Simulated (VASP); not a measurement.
# V2SnO4 in VASP: single point with PBE+U

Aim: the single point of V2SnO4 with PBE+U.

Everything below comes from runs of VASP 6.6.1. Logs are shortened: lines on timing, memory, paths and dates and some standing lists are left out, and cuts for length are marked.

**1. The cell of the first run**

The typed cell holds 14 atoms: a = 5.868 Å, b = 5.868 Å, c = 6.596 Å, α = 76.56°, β = 103.44°, γ = 61.48°.

**2. Single point, PBE+U, collinear spin, antiferromagnetic start**

INCAR reads:

```
SYSTEM = V2SnO4
  PREC = Accurate
  ENCUT = 520
  EDIFF = 1E-6
  ISMEAR = 1
  SIGMA = 0.0102
  LREAL = .False.
  LASPH = .True.
  NELM = 150
  ALGO = Normal
  ISIF = 2
  LWAVE = .False.
  LCHARG = .False.
  ISPIN = 2
  MAGMOM = 2 -2 2 -2 0 0 0 0 0 0 0 0 0 0
  LORBIT = 11
  LMAXMIX = 4
  LDAU = .True.
  LDAUTYPE = 1
  LDAUL = 2 -1 -1
  LDAUU = 5.53 0 0
  LDAUJ = 1 0 0
  LDAUPRINT = 1
  GGA = PE
  NBANDS = 81
  KPAR = 4
```

KPOINTS reads:

```
Automatic mesh
0
Gamma
  4 4 4
  0 0 0
```

POSCAR reads:

```
V2SnO4
1.0
   -2.9993648500      0.0000000000      5.0430492000
    2.9993648500      0.0000000000      5.0430492000
    2.9993648500      5.8745078500      0.0000000000
V Sn O
4 2 8
Direct
    0.4365836904      0.4365836904      0.2500000000
    0.8133930547      0.8133930547      0.2500000000
    0.5634163096      0.5634163096      0.7500000000
    0.1866069453      0.1866069453      0.7500000000
    0.1249904464      0.1249904464      0.2500000000
    0.8750095536      0.8750095536      0.7500000000
    0.3450416477      0.1682701549      0.0835783379
    0.1682701549      0.3450416477      0.4164216621
    0.2481314549      0.7385296087      0.4164545300
    0.7385296087      0.2481314549      0.0835454700
    0.6549583523      0.8317298451      0.9164216621
    0.8317298451      0.6549583523      0.5835783379
    0.7518685451      0.2614703913      0.5835454700
    0.2614703913      0.7518685451      0.9164545300
```

Potentials or basis: VASP PAW PBE potentials, release 64 (V_sv, Sn_d, O).

On the command line:

```console
$ cat potpaw_PBE.64/V_sv/POTCAR potpaw_PBE.64/Sn_d/POTCAR potpaw_PBE.64/O/POTCAR > POTCAR
$ mpirun -np 4 vasp_std > vasp.out
```

OUTCAR:

```text
SYSTEM = V2SnO4
   PREC = Accurate
   ENCUT = 520
   EDIFF = 1E-6
   ISMEAR = 1
   LREAL = .False.
   LASPH = .True.
   NELM = 150
   ISIF = 2
   ISPIN = 2
   LORBIT = 11
   GGA = PE

 ion  position               nearest neighbor table
   1  0.437  0.437  0.250-  13 2.14  14 2.14   9 2.27  10 2.27   7 2.30   8 2.30   5 3.14
   2  0.813  0.813  0.250-  11 2.14  12 2.14   7 2.27   8 2.27   9 2.30  10 2.30   5 3.14
   3  0.563  0.563  0.750-   9 2.14  10 2.14  13 2.27  14 2.27  11 2.30  12 2.30   6 3.14
   4  0.187  0.187  0.750-   7 2.14   8 2.14  11 2.27  12 2.27  13 2.30  14 2.30   6 3.14
   5  0.125  0.125  0.250-   9 1.94  10 1.94   7 1.94   8 1.94   1 3.14   2 3.14
   6  0.875  0.875  0.750-  13 1.94  14 1.94  11 1.94  12 1.94   3 3.14   4 3.14
   7  0.345  0.168  0.084-   5 1.94   4 2.14   2 2.27   1 2.30
   8  0.168  0.345  0.416-   5 1.94   4 2.14   2 2.27   1 2.30
   9  0.248  0.739  0.416-   5 1.94   3 2.14   1 2.27   2 2.30
  10  0.739  0.248  0.084-   5 1.94   3 2.14   1 2.27   2 2.30
  11  0.655  0.832  0.916-   6 1.94   2 2.14   4 2.27   3 2.30
  12  0.832  0.655  0.584-   6 1.94   2 2.14   4 2.27   3 2.30
  13  0.752  0.261  0.584-   6 1.94   1 2.14   3 2.27   4 2.30
  14  0.261  0.752  0.916-   6 1.94   1 2.14   3 2.27   4 2.30

  LATTYP: Found a face centered orthorhombic cell.
 ALAT       =     5.9987297000
 B/A-ratio  =     1.6813723746
 C/A-ratio  =     1.9585839482

  Lattice vectors:

 A1 = (   0.0000000000,  -5.8745078500,   5.0430492000)
 A2 = (   2.9993648500,  -5.8745078500,   0.0000000000)
 A3 = (   2.9993648500,   0.0000000000,   5.0430492000)

Analysis of symmetry for initial positions (statically):
=====================================================================
 Subroutine PRICEL returns:
 Original cell was already a primitive cell.

 Routine SETGRP: Setting up the symmetry group for a
 face centered orthorhombic supercell.

 Subroutine GETGRP returns: Found  4 space group operations
 (whereof  2 operations were pure point group operations)
 out of a pool of  8 trial point group operations.

The static configuration has the point symmetry S_2 .
 The point group associated with its full space group is C_2h.

Analysis of symmetry for dynamics (positions and initial velocities):
=====================================================================
 Subroutine PRICEL returns:
 Original cell was already a primitive cell.

 Routine SETGRP: Setting up the symmetry group for a
 face centered orthorhombic supercell.

 Subroutine GETGRP returns: Found  4 space group operations
 (whereof  2 operations were pure point group operations)
 out of a pool of  8 trial point group operations.

The dynamic configuration has the point symmetry S_2 .
 The point group associated with its full space group is C_2h.

Analysis of structural, dynamic, and magnetic symmetry:
=====================================================================
 Subroutine PRICEL returns:
 Original cell was already a primitive cell.

 Routine SETGRP: Setting up the symmetry group for a
 face centered orthorhombic supercell.

 Subroutine GETGRP returns: Found  4 space group operations
 (whereof  2 operations were pure point group operations)
 out of a pool of  8 trial point group operations.

The overall configuration has the point symmetry S_2 .
 The point group associated with its full space group is C_2h.

 Subroutine INISYM returns: Found  4 space group operations
 (whereof  2 operations are pure point group operations),
 and found     1 'primitive' translations

----------------------------------------------------------------------------------------

                                     Primitive cell

  volume of cell :     177.7150

[... 155 lines left out ...]

atom =   1  type =  1  l = 2

 onsite density matrix

spin component  1
[... 116 lines left out ...]
  o =  0.0193  v = -0.7692 -0.0000  0.0374 -0.0000 -0.6380  0.0000  0.0000  0.0000  0.0000  0.0000      0.0000  0.0000  0.0000  0.0000  0.0000  0.0000  0.0000  0.0000  0.0000  0.0000
  o =  0.0235  v = -0.0000  0.6248  0.0000  0.7808 -0.0000  0.0000  0.0000  0.0000  0.0000  0.0000      0.0000  0.0000  0.0000  0.0000  0.0000  0.0000  0.0000  0.0000  0.0000  0.0000
  o =  0.0245  v = -0.1602  0.0000 -0.9777  0.0000  0.1359  0.0000  0.0000  0.0000  0.0000  0.0000      0.0000  0.0000  0.0000  0.0000  0.0000  0.0000  0.0000  0.0000  0.0000  0.0000
  o =  0.0549  v = -0.0000  0.7808  0.0000 -0.6248  0.0000  0.0000  0.0000  0.0000  0.0000  0.0000      0.0000  0.0000  0.0000  0.0000  0.0000  0.0000  0.0000  0.0000  0.0000  0.0000
  o =  0.0586  v =  0.0000  0.0000  0.0000  0.0000  0.0000 -0.0000 -0.5854  0.0000  0.8107  0.0000      0.0000  0.0000  0.0000  0.0000  0.0000  0.0000  0.0000  0.0000  0.0000  0.0000
  o =  0.0821  v = -0.6186 -0.0000  0.2068  0.0000  0.7580  0.0000  0.0000  0.0000  0.0000  0.0000      0.0000  0.0000  0.0000  0.0000  0.0000  0.0000  0.0000  0.0000  0.0000  0.0000
  o =  0.0864  v =  0.0000  0.0000  0.0000  0.0000  0.0000  0.6648 -0.0000 -0.3522  0.0000 -0.6588      0.0000  0.0000  0.0000  0.0000  0.0000  0.0000  0.0000  0.0000  0.0000  0.0000
  o =  0.8882  v =  0.0000  0.0000  0.0000  0.0000  0.0000 -0.0000  0.8107 -0.0000  0.5854 -0.0000      0.0000  0.0000  0.0000  0.0000  0.0000  0.0000  0.0000  0.0000  0.0000  0.0000
  o =  0.8939  v =  0.0000  0.0000  0.0000  0.0000  0.0000  0.6247  0.0000 -0.2215  0.0000  0.7488      0.0000  0.0000  0.0000  0.0000  0.0000  0.0000  0.0000  0.0000  0.0000  0.0000
  o =  0.9015  v =  0.0000  0.0000  0.0000  0.0000  0.0000 -0.4097 -0.0000 -0.9093 -0.0000  0.0728      0.0000  0.0000  0.0000  0.0000  0.0000  0.0000  0.0000  0.0000  0.0000  0.0000

 number of electron     127.9999991 magnetization      -0.0000121

 Free energy of the ion-electron system (eV)
  ---------------------------------------------------
  ext. energy  EPLUGINS =         0.00000000
  ---------------------------------------------------
  free energy    TOTEN  =       -95.10363164 eV

  energy without entropy =      -95.10363164  energy(sigma->0) =      -95.10363164

 E-fermi :   6.4987     XC(G=0): -10.9952

 val. band max:        6.4282171917   @ k =  -0.2500   0.5000  -0.2500
 cond. band min:       6.7951801201   @ k =   0.0000   0.0000   0.0000
 fundamental gap:      0.3669629285
 Fermi energy:         6.4987288379

 spin component 1

 k-point     1 :       0.0000    0.0000    0.0000
  band No.  band energies     occupation
      1     -57.3489      1.00000
      2     -57.3470      1.00000
      3     -54.7472      1.00000
      4     -54.7450      1.00000
      5     -31.3291      1.00000
      6     -31.2955      1.00000
[... 1885 lines left out ...]
     75      11.7816      0.00000
     76      11.7816      0.00000
 Fermi energy:         6.4987288379

 spin component 2

 k-point     1 :       0.0000    0.0000    0.0000
  band No.  band energies     occupation
      1     -57.3488      1.00000
      2     -57.3469      1.00000
      3     -54.7473      1.00000
      4     -54.7451      1.00000
      5     -31.3290      1.00000
      6     -31.2954      1.00000
[... 1885 lines left out ...]
     75      11.7814      0.00000
     76      11.7814      0.00000
 [bands above 76 left out]

------------------------ aborting loop because EDIFF is reached ----------------------------------------

  FORCE on cell =-STRESS in cart. coord.  units (eV):
  Direction    XX          YY          ZZ          XY          YZ          ZX
  --------------------------------------------------------------------------------------
  -------------------------------------------------------------------------------------
  Total        9.8372274      8.6015442     13.1552121     -0.0005385      0.0000000      0.0000000
  in kB       88.6868655     77.5466466    118.5999351     -0.0048552      0.0000000      0.0000000
  external PRESSURE =      94.9444824 kB  Pullay stress =       0.0000000 kB

 VOLUME and BASIS-vectors are now :
 -----------------------------------------------------------------------------
  energy-cutoff  :      520.00
  volume of cell :      177.71
      direct lattice vectors                 reciprocal lattice vectors
    -2.999364850  0.000000000  5.043049200    -0.166701960  0.085113513  0.099146366
     2.999364850  0.000000000  5.043049200     0.166701960 -0.085113513  0.099146366
     2.999364850  5.874507850  0.000000000     0.000000000  0.170227026  0.000000000

 POSITION                                       TOTAL-FORCE (eV/Angst)
 -----------------------------------------------------------------------------------
      0.74984      1.46863      4.40343        -0.000000      0.000000     -0.064425
      0.74984      1.46863      8.20396        -0.000000      0.000000      0.065037
      2.24952      4.40588      5.68267        -0.000000      0.000000      0.064425
      2.24952      4.40588      1.88214        -0.000000      0.000000     -0.065037
      0.74984      1.46863      1.26067        -0.000000      0.000000     -0.000091
      2.24952      4.40588      8.82543        -0.000000      0.000000      0.000091
     -0.27952      0.49098      2.58866        -0.042056     -0.023548      0.113936
      1.77920      2.44627      2.58866         0.042056      0.023548      0.113936
      2.71998      2.44647      4.97578        -0.042660      0.023497     -0.113726
     -1.22030      0.49079      4.97578         0.042660     -0.023497     -0.113726
      3.27889      5.38353      7.49744         0.042056      0.023548     -0.113936
      1.22016      3.42824      7.49744        -0.042056     -0.023548     -0.113936
      0.27938      3.42804      5.11032         0.042660     -0.023497      0.113726
      4.21966      5.38372      5.11032        -0.042660      0.023497      0.113726
 -----------------------------------------------------------------------------------
    total drift:                                0.000000      0.000000      0.000000

  FREE ENERGIE OF THE ION-ELECTRON SYSTEM (eV)
  ---------------------------------------------------
  free  energy   TOTEN  =       -95.1036316436 eV

  energy  without entropy=      -95.1036316436  energy(sigma->0) =      -95.10363164

 total charge

# of ion       s       p       d       tot
------------------------------------------
    1        2.154   6.110   3.013  11.277
    2        2.154   6.110   3.013  11.277
    3        2.154   6.110   3.013  11.277
    4        2.154   6.110   3.013  11.277
    5        1.000   1.286  10.383  12.669
    6        1.000   1.286  10.383  12.669
    7        1.568   3.467   0.000   5.035
    8        1.568   3.467   0.000   5.035
    9        1.568   3.467   0.000   5.035
   10        1.568   3.467   0.000   5.035
   11        1.568   3.467   0.000   5.035
   12        1.568   3.467   0.000   5.035
   13        1.568   3.467   0.000   5.035
   14        1.568   3.467   0.000   5.035
--------------------------------------------------
tot         23.159  54.749  32.817 110.724

 magnetization (x)

# of ion       s       p       d       tot
------------------------------------------
    1        0.025   0.020   2.614   2.659
    2       -0.025  -0.020  -2.614  -2.659
    3        0.025   0.020   2.614   2.659
    4       -0.025  -0.020  -2.614  -2.659
    5       -0.000  -0.000   0.000  -0.000
    6       -0.000  -0.000   0.000  -0.000
    7       -0.002   0.009   0.000   0.008
    8       -0.002   0.009   0.000   0.008
    9        0.002  -0.009   0.000  -0.008
   10        0.002  -0.009   0.000  -0.008
   11       -0.002   0.009   0.000   0.008
   12       -0.002   0.009   0.000   0.008
   13        0.002  -0.009   0.000  -0.008
   14        0.002  -0.009   0.000  -0.008
--------------------------------------------------
tot         -0.000   0.000   0.000   0.000
```

Wall time 11 min (4 MPI ranks of AMD EPYC 7R13 (Zen 3), shared host); peak memory 0.72 GiB.

What came out:

- Free energy: -95.1036 eV
- Pressure: 9.5 GPa
- Largest force: 0.124 eV/Å
- Band gap on the k mesh: 0.37 eV (least direct gap 0.58 eV)
- Net moment: 0.00 μB per cell
- Site moments: V +2.66, -2.66 (each value once); Sn -0.00; O +0.01, -0.01 (each value once) μB
- Valence electrons inside the program's atomic spheres: V 11.28; Sn 12.67; O 5.04

Forces in eV/Å, atoms in the order of the input:
```
V    0.000  0.000 -0.064
V    0.000  0.000  0.065
V    0.000  0.000  0.064
V    0.000  0.000 -0.065
Sn   0.000  0.000  0.000
Sn   0.000  0.000  0.000
O   -0.042 -0.024  0.114
O    0.042  0.024  0.114
O   -0.043  0.023 -0.114
O    0.043 -0.023 -0.114
O    0.042  0.024 -0.114
O   -0.042 -0.024 -0.114
O    0.043 -0.023  0.114
O   -0.043  0.023  0.114
```

Eigenvalues of the final occupation matrices:
```csv
site,spin,trace,eigenvalues
site 1 d,1,2.83,0.06 0.09 0.89 0.89 0.90
site 1 d,2,0.20,0.02 0.02 0.02 0.05 0.08
site 2 d,1,0.20,0.02 0.02 0.02 0.05 0.08
site 2 d,2,2.83,0.06 0.09 0.89 0.89 0.90
site 3 d,1,2.83,0.06 0.09 0.89 0.89 0.90
site 3 d,2,0.20,0.02 0.02 0.02 0.05 0.08
site 4 d,1,0.20,0.02 0.02 0.02 0.05 0.08
site 4 d,2,2.83,0.06 0.09 0.89 0.89 0.90
```

Caveat: the cell stands under pressure; spin-orbit coupling is left out, which moves the levels of the heavy elements.
